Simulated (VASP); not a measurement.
Here is a VASP 6.6.1 calculation.

File INCAR:

```
PREC     = Accurate       # precision mode
ENCUT    = 600            # plane-wave cutoff, eV
EDIFF    = 1E-6           # SCF threshold, eV
ISMEAR   = -1             # smearing method
SIGMA    = 0.05           # smearing width, eV
LREAL    = False          # projectors in reciprocal space
LASPH    = True           # aspherical terms in the spheres
NELM     = 60             # most SCF steps
ALGO     = Normal         # electronic algorithm
ISIF     = 3              # what is computed and relaxed
LWAVE    = False          # write WAVECAR
LCHARG   = False          # write CHGCAR
GGA      = PE             # functional
IBRION   = 2              # ionic algorithm
NSW      = 60             # ionic steps
EDIFFG   = -0.01          # ionic threshold
```

KPOINTS

```
Automatic mesh
0
Gamma
  11 11 11
```

File POSCAR:

```
Al
1.0
    0.0000000000      2.0248050000      2.0248050000
    2.0248050000      0.0000000000      2.0248050000
    2.0248050000      2.0248050000      0.0000000000
Al
1
Direct
    0.0000000000      0.0000000000      0.0000000000
```

Potentials or basis: VASP PAW PBE potentials, release 64 (Al).

Run with:

```console
$ cat potpaw_PBE.64/Al/POTCAR > POTCAR
$ mpirun -np 1 vasp_std > vasp.out
```

Problem. Predict the space group after relaxing (to 0.05 Å).

Solution. Fm-3m (No. 225).

Problem. Predict the relaxed cell.

Solution. a = 2.857 Å, b = 2.857 Å, c = 2.857 Å, α = 60.00°, β = 60.00°, γ = 60.00°.

Problem. What does it give for the relaxed volume?

Solution. 16.49 Å³/atom.

Step by step:
| step | energy change (eV) | largest force (eV/Å) | pressure (GPa) | volume (Å³) |
| --- | --- | --- | --- | --- |
| 1 | 0.0000 | 0.0000 | -0.46 | 16.60 |
| 2 | -0.0001 | 0.0000 | 0.08 | 16.49 |

The cell as given is a measured one (16.60 Å³/atom); PBE puts the equilibrium volume -0.7 % from it, thermal expansion not counted.
